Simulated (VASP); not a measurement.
# WS2 in VASP: notebook

The runs below take WS2 through single point, with LDA, PBE+D3(BJ).

Program: VASP 6.6.1. These are calculated values, not measurements. Logs are shortened: lines on timing, memory, paths and dates and some standing lists are left out, and cuts for length are marked.

### 1 The cell of the first run

The cell holds a slab with vacuum, 6 atoms: a = 3.157 Å, b = 3.157 Å, c = 44.443 Å, α = 90.00°, β = 90.00°, γ = 120.00°.

### 2 Single point, LDA

The input, INCAR:

```
ALGO = Normal
DIPOL = 0.5 0.5 0.500
EDIFF = 1E-6
ENCUT = 520
GGA = CA
IDIPOL = 3
ISIF = 2
ISMEAR = 0
LASPH = T
LCHARG = T
LDIPOL = T
LELF = T
LREAL = F
LVACPOTAV = T
LVHAR = T
LWAVE = F
NBANDS = 35
NELM = 100
PREC = Accurate
SIGMA = 0.02
```

The input, KPOINTS:

```
k-points
0
Gamma
  12 12 1
```

The input, POSCAR:

```
WS2
1.0
    3.1569371639      0.0000000000      0.0000000000
   -1.5784685820      2.7339877821      0.0000000000
    0.0000000000      0.0000000000     44.4429311974
S W
4 2
Direct
    0.3333333333      0.6666666667      0.3960923610
    0.3333333333      0.6666666667      0.4669886509
    0.6666666667      0.3333333333      0.5330113491
    0.6666666667      0.3333333333      0.6039076390
    0.6666666667      0.3333333333      0.4315609068
    0.3333333333      0.6666666667      0.5684390932
```

Potentials or basis: VASP PAW LDA potentials, release 64 (S, W_sv).

The run is started by

```
$ cat potpaw_LDA.64/S/POTCAR potpaw_LDA.64/W_sv/POTCAR > POTCAR
$ mpirun -np 1 vasp_std > vasp.out
```

OUTCAR:

```text
EDIFF = 1E-6
   ENCUT = 520
   GGA = CA
   ISIF = 2
   ISMEAR = 0
   LASPH = T
   LREAL = F
   NELM = 100
   PREC = Accurate

 ion  position               nearest neighbor table
   1  0.333  0.667  0.396-   5 2.41   5 2.41   5 2.41
   2  0.333  0.667  0.467-   5 2.41   5 2.41   5 2.41
   3  0.667  0.333  0.533-   6 2.41   6 2.41   6 2.41
   4  0.667  0.333  0.604-   6 2.41   6 2.41   6 2.41
   5  0.667  0.333  0.432-   2 2.41   2 2.41   2 2.41   1 2.41   1 2.41   1 2.41
   6  0.333  0.667  0.568-   3 2.41   3 2.41   3 2.41   4 2.41   4 2.41   4 2.41

  LATTYP: Found a hexagonal cell.
 ALAT       =     3.1569371639
 C/A-ratio  =    14.0778637300

  Lattice vectors:

 A1 = (   3.1569371639,   0.0000000000,   0.0000000000)
 A2 = (  -1.5784685820,   2.7339877821,   0.0000000000)
 A3 = (   0.0000000000,   0.0000000000,  44.4429311974)

Analysis of symmetry for initial positions (statically):
=====================================================================
 Subroutine PRICEL returns:
 Original cell was already a primitive cell.

 Routine SETGRP: Setting up the symmetry group for a
 hexagonal supercell.

 Subroutine GETGRP returns: Found 12 space group operations
 (whereof 12 operations were pure point group operations)
 out of a pool of 24 trial point group operations.

The static configuration has the point symmetry D_3d.

Analysis of symmetry for dynamics (positions and initial velocities):
=====================================================================
 Subroutine PRICEL returns:
 Original cell was already a primitive cell.

 Routine SETGRP: Setting up the symmetry group for a
 hexagonal supercell.

 Subroutine GETGRP returns: Found 12 space group operations
 (whereof 12 operations were pure point group operations)
 out of a pool of 24 trial point group operations.

The dynamic configuration has the point symmetry D_3d.

 Subroutine INISYM returns: Found 12 space group operations
 (whereof 12 operations are pure point group operations),
 and found     1 'primitive' translations

----------------------------------------------------------------------------------------

                                     Primitive cell

  volume of cell :     383.5882

  direct lattice vectors                    reciprocal lattice vectors
     3.156937164  0.000000000  0.000000000     0.316762719  0.182883041  0.000000000
    -1.578468582  2.733987782  0.000000000     0.000000000  0.365766082  0.000000000
     0.000000000  0.000000000 44.442931197     0.000000000  0.000000000  0.022500766

  length of vectors
     3.156937164  3.156937164 44.442931197     0.365766082  0.365766082  0.022500766

  position of ions in fractional coordinates (direct lattice)
     0.333333333  0.666666667  0.396092361
     0.333333333  0.666666667  0.466988651
     0.666666667  0.333333333  0.533011349
     0.666666667  0.333333333  0.603907639
     0.666666667  0.333333333  0.431560907
     0.333333333  0.666666667  0.568439093

  ion indices of the primitive-cell ions
   primitive index   ion index
                 1           1
                 2           2
                 3           3
                 4           4
                 5           5
                 6           6

----------------------------------------------------------------------------------------

 KPOINTS: k-points

Automatic generation of k-mesh.
 Grid dimensions read from file:
 generate k-points for:   12   12    1

 Generating k-lattice:

  Cartesian coordinates                     Fractional coordinates (reciprocal lattice)
     0.026396893  0.015240253  0.000000000     0.083333333 -0.000000000  0.000000000
     0.000000000  0.030480507  0.000000000     0.000000000  0.083333333  0.000000000
     0.000000000  0.000000000  0.022500766     0.000000000  0.000000000  1.000000000

  Length of vectors
     0.030480507  0.030480507  0.022500766

  Shift w.r.t. Gamma in fractional coordinates (k-lattice)
     0.000000000  0.000000000  0.000000000

 Subroutine IBZKPT returns following result:
 ===========================================

 Found     19 irreducible k-points:

 Following reciprocal coordinates:
            Coordinates               Weight
  0.000000  0.000000  0.000000      1.000000
  0.083333 -0.000000  0.000000      6.000000
  0.166667 -0.000000  0.000000      6.000000
  0.250000 -0.000000  0.000000      6.000000
  0.333333 -0.000000  0.000000      6.000000
  0.416667 -0.000000  0.000000      6.000000
[... 11 lines left out ...]
  0.333333  0.250000  0.000000     12.000000
  0.333333  0.333333  0.000000      2.000000
   k-points           NKPTS =     19   k-points in BZ     NKDIM =     19   number of bands    NBANDS=     35
   number of dos      NEDOS =    301   number of ions     NIONS =      6
   total plane-waves  NPLWV = 193536
   dimension x,y,z NGX =    24 NGY =   24 NGZ =  336
   dimension x,y,z NGXF=    48 NGYF=   48 NGZF=  672
   ions per type =               4   2
   NGX,Y,Z   is equivalent  to a cutoff of  12.64, 12.64, 12.57 a.u.
   NGXF,Y,Z  is equivalent  to a cutoff of  25.28, 25.28, 25.14 a.u.
 SYSTEM =  unknown system
   PREC   = accura    normal or accurate (medium, high low for compatibility)
   ISTART =      0    job   : 0-new  1-cont  2-samecut
   ICHARG =      2    charge: 1-file 2-atom 10-const
   ISPIN  =      1    spin polarized calculation?
   LNONCOLLINEAR =      F non collinear calculations
   LSORBIT =      F    spin-orbit coupling
   LASPH  =      T    aspherical Exc in radial PAW
   ENCUT  =  520.0 eV  38.22 Ry    6.18 a.u.   5.87  5.87 82.63*2*pi/ulx,y,z
   NELM   =    100;   NELMIN=  2; NELMDL= -5     # of ELM steps
   EDIFF  = 0.1E-05   stopping-criterion for ELM
   LREAL  =      F    real-space projection
   EDIFFG = 0.1E-04   stopping-criterion for IOM
   NSW    =      0    number of steps for IOM
   IBRION =     -1    ionic relax: 0-MD 1-quasi-New 2-CG
   NFREE  =      0    steps in history (QN), initial steepest desc. (CG)
   ISIF   =      2    stress and relaxation
   ISYM   =      2    0-nonsym 1-usesym 2-fastsym
   POTIM  = 0.5000    time-step for ionic-motion
   TEBEG  =    0.0;   TEEND  =   0.0 temperature during run
   PSTRESS=    0.0 pullay stress
   NELECT =      52.0000    total number of electrons
   NUPDOWN=      -1.0000    fix difference up-down
   EMIN   =  10.00;   EMAX   =-10.00  energy-range for DOS
   EFERMI =   0.00;   METHOD = LEGACY
   ISMEAR =     0;   SIGMA  =   0.02  broadening in eV -4-tet -1-fermi 0-gaus
   EFERMI_NEDOS =   21; number of points for ismear=-14 and -15
   IALGO  =     38    algorithm
   IMIX   =      4    mixing-type and parameters
     AMIX     =   0.40;   BMIX     =  1.00
     AMIX_MAG =   1.60;   BMIX_MAG =  1.00
  volume/ion in A,a.u.               =      63.93       431.43
  Fermi-wavevector in a.u.,A,eV,Ry     =   0.840984  1.589229  9.622768  0.707253
  Thomas-Fermi vector in A             =   1.955454
   LORBIT       =      0    0 simple, 1 ext, 2 COOP (PROOUT), +10 PAW based schemes
   GGA     = CA    functional components
   LHFCALC =     F    Hartree Fock is set to
   AEXX    =    0.0000 exact exchange contribution
   IVDW    =     0    specifies the selected vdW correction
   LEPSILON=     F    determine dielectric tensor
   LRPA    =     F    only Hartree local field effects (RPA)
 non-spin polarized calculation
 Gauss-broadening in eV      SIGMA  =   0.02
  energy-cutoff  :      520.00
  volume of cell :      383.59
 maximum number of plane-waves:     10386
 NGX is ok and might be reduce to    24
   NGX = 11   NGY = 11   NGZ =165

 dipolmoment           0.000000      0.000000      0.000000 electrons x Angstroem

 number of electron      51.9999993 magnetization

 dipolmoment           0.000000      0.000000     -0.000000 electrons x Angstroem

 Free energy of the ion-electron system (eV)
  ---------------------------------------------------
  ext. energy  EPLUGINS =         0.00000000
  ---------------------------------------------------
  free energy    TOTEN  =       -52.37397120 eV

  energy without entropy =      -52.37397120  energy(sigma->0) =      -52.37397120

 E-fermi :  -1.9039     XC(G=0):  -3.3644

 val. band max:       -1.9967456163   @ k =   0.0000   0.0000   0.0000
 cond. band min:      -0.6962480966   @ k =   0.1667   0.1667   0.0000
 fundamental gap:      1.3004975197
 Fermi energy:        -1.9038991123

 k-point     1 :       0.0000    0.0000    0.0000
  band No.  band energies     occupation
      1     -75.9558      2.00000
      2     -75.9558      2.00000
      3     -40.4814      2.00000
      4     -40.4814      2.00000
      5     -40.2911      2.00000
      6     -40.2911      2.00000
[... 27 lines left out ...]
     34       0.7156      0.00000
     35       2.7627      0.00000

 k-point     2 :       0.0833   -0.0000    0.0000
  band No.  band energies     occupation
      1     -75.9545      2.00000
      2     -75.9545      2.00000
      3     -40.4768      2.00000
      4     -40.4768      2.00000
      5     -40.3164      2.00000
      6     -40.3164      2.00000
[... 27 lines left out ...]
     34       0.7448      0.00000
     35       3.1048      0.00000

 k-point     3 :       0.1667   -0.0000    0.0000
  band No.  band energies     occupation
      1     -75.9509      2.00000
      2     -75.9509      2.00000
      3     -40.4644      2.00000
      4     -40.4644      2.00000
      5     -40.3852      2.00000
      6     -40.3852      2.00000
[... 27 lines left out ...]
     34       1.2581      0.00000
     35       3.5892      0.00000
[... 533 lines left out ...]
 k-point    18 :       0.3333    0.2500    0.0000
  band No.  band energies     occupation
      1     -75.9346      2.00000
      2     -75.9346      2.00000
      3     -40.5954      2.00000
      4     -40.5954      2.00000
      5     -40.4853      2.00000
      6     -40.4853      2.00000
[... 27 lines left out ...]
     34       3.0289      0.00000
     35       3.9372      0.00000

 k-point    19 :       0.3333    0.3333    0.0000
  band No.  band energies     occupation
      1     -75.9339      2.00000
      2     -75.9339      2.00000
      3     -40.5658      2.00000
      4     -40.5658      2.00000
      5     -40.5304      2.00000
      6     -40.5304      2.00000
[... 27 lines left out ...]
     34       3.1065      0.00000
     35       4.2686      0.00000

------------------------ aborting loop because EDIFF is reached ----------------------------------------

 vacuum level on the upper side and lower side of the slab       (xc-potential included)        -0.129        -0.129

  FORCE on cell =-STRESS in cart. coord.  units (eV):
  Direction    XX          YY          ZZ          XY          YZ          ZX
  --------------------------------------------------------------------------------------
  -------------------------------------------------------------------------------------
  Total       -2.8590462     -2.8590462     -2.9640039      0.0000000      0.0000000      0.0000000
  in kB      -11.9417110    -11.9417110    -12.3800998      0.0000000      0.0000000      0.0000000
  external PRESSURE =     -12.0878406 kB  Pullay stress =       0.0000000 kB

 VOLUME and BASIS-vectors are now :
 -----------------------------------------------------------------------------
  energy-cutoff  :      520.00
  volume of cell :      383.59
      direct lattice vectors                 reciprocal lattice vectors
     3.156937164  0.000000000  0.000000000     0.316762719  0.182883041  0.000000000
    -1.578468582  2.733987782  0.000000000     0.000000000  0.365766082  0.000000000
     0.000000000  0.000000000 44.442931197     0.000000000  0.000000000  0.022500766

 POSITION                                       TOTAL-FORCE (eV/Angst)
 -----------------------------------------------------------------------------------
     -0.00000      1.82266     17.60351        -0.000000      0.000000      0.499815
     -0.00000      1.82266     20.75434        -0.000000      0.000000     -0.424051
      1.57847      0.91133     23.68859         0.000000      0.000000      0.424051
      1.57847      0.91133     26.83943         0.000000      0.000000     -0.499815
      1.57847      0.91133     19.17983         0.000000      0.000000     -0.076471
     -0.00000      1.82266     25.26310         0.000000     -0.000000      0.076471
 -----------------------------------------------------------------------------------
    total drift:                                0.000000      0.000000     -0.000000

  FREE ENERGIE OF THE ION-ELECTRON SYSTEM (eV)
  ---------------------------------------------------
  free  energy   TOTEN  =       -52.3739711995 eV

  energy  without entropy=      -52.3739711995  energy(sigma->0) =      -52.37397120

 vacuum level on the upper side and lower side of the slab         3.500         3.500
```

Wall time 9.6 min (1 thread of Intel Xeon 8259CL, shared host); peak memory 0.47 GiB.

What came out:

```
Free energy                            : -52.3740 eV
Largest force                          : 0.500 eV/Å
Band gap on the k mesh                 : 1.30 eV (least direct gap 1.87 eV)
Ionisation potential of the upper face : 5.50 eV
```

Forces on the atoms (eV/Å):
```
S    0.000  0.000  0.500
S    0.000  0.000 -0.424
S    0.000  0.000  0.424
S    0.000  0.000 -0.500
W    0.000  0.000 -0.076
W    0.000  0.000  0.076
```

Caveat: spin-orbit coupling is left out, which moves the levels of the heavy elements.

### 3 Single point, PBE+D3(BJ)

This run uses another cell than the first one: it holds 12 atoms, not 6.

The input, INCAR:

```
PREC = Accurate ; ENCUT = 520
EDIFF = 1E-7 ; ISMEAR = 0
SIGMA = 0.01 ; LREAL = F
LASPH = T ; NELM = 60
ALGO = Normal ; ISIF = 2
LWAVE = F ; LCHARG = F
LDIPOL = T ; IDIPOL = 3
DIPOL = 0.5 0.5 0.500 ; GGA = PE
IVDW = 12 ; NBANDS = 64
```

The input, KPOINTS:

```
Automatic mesh
0
Gamma
  12 12 1
```

The input, POSCAR:

```
WS2
1.0
    3.1554835338      0.0000000000      0.0000000000
   -1.5777417669      2.7327289015      0.0000000000
    0.0000000000      0.0000000000     68.7295147423
S W
8 4
Direct
    0.3333333333      0.6666666667      0.3444569921
    0.3333333333      0.6666666667      0.3903165758
    0.6666666667      0.3333333333      0.4329202543
    0.6666666667      0.3333333333      0.4787316532
    0.3333333333      0.6666666667      0.5212683468
    0.3333333333      0.6666666667      0.5670797457
    0.6666666667      0.3333333333      0.6096834242
    0.6666666667      0.3333333333      0.6555430079
    0.6666666667      0.3333333333      0.3674006895
    0.3333333333      0.6666666667      0.4558262395
    0.6666666667      0.3333333333      0.5441737605
    0.3333333333      0.6666666667      0.6325993105
```

Potentials or basis: VASP PAW PBE potentials, release 64 (S, W_sv).

The run is started by

```
$ cat potpaw_PBE.64/S/POTCAR potpaw_PBE.64/W_sv/POTCAR > POTCAR
$ mpirun -np 1 vasp_std > vasp.out
```

Wall time 40 min (1 thread of Oxide Virtual Turin-like, shared host); peak memory 0.89 GiB.

Results (log left out):

| Property | Result |
| --- | --- |
| Free energy | -99.2655 eV |
| Largest force | 0.004 eV/Å |
| Band gap on the k mesh | 1.06 eV (least direct gap 1.85 eV) |
| Dispersion energy per atom | -0.402 eV |

Forces on the atoms (eV/Å):
```
S    0.000  0.000 -0.004
S    0.000  0.000  0.003
S    0.000  0.000 -0.003
S    0.000  0.000  0.003
S    0.000  0.000 -0.003
S    0.000  0.000  0.003
S    0.000  0.000 -0.003
S    0.000  0.000  0.004
W    0.000  0.000 -0.001
W    0.000  0.000  0.000
W    0.000  0.000  0.000
W    0.000  0.000  0.001
```

Levels at points of the mesh, in eV from the valence-band top:
| k point | band 48 | band 49 | band 50 | band 51 | band 52 | band 53 | band 54 | band 55 | band 56 | band 57 |
| --- | --- | --- | --- | --- | --- | --- | --- | --- | --- | --- |
| (0.00, 0.00, 0.00) | -1.80 | -1.06 | -0.57 | -0.21 | 0.00 | 2.32 | 2.32 | 2.32 | 2.32 | 2.33 |
| (0.50, 0.00, 0.00) | -1.73 | -1.68 | -1.60 | -1.54 | -1.50 | 2.35 | 2.37 | 2.39 | 2.40 | 2.65 |

Caveat: spin-orbit coupling is left out, which moves the levels of the heavy elements.
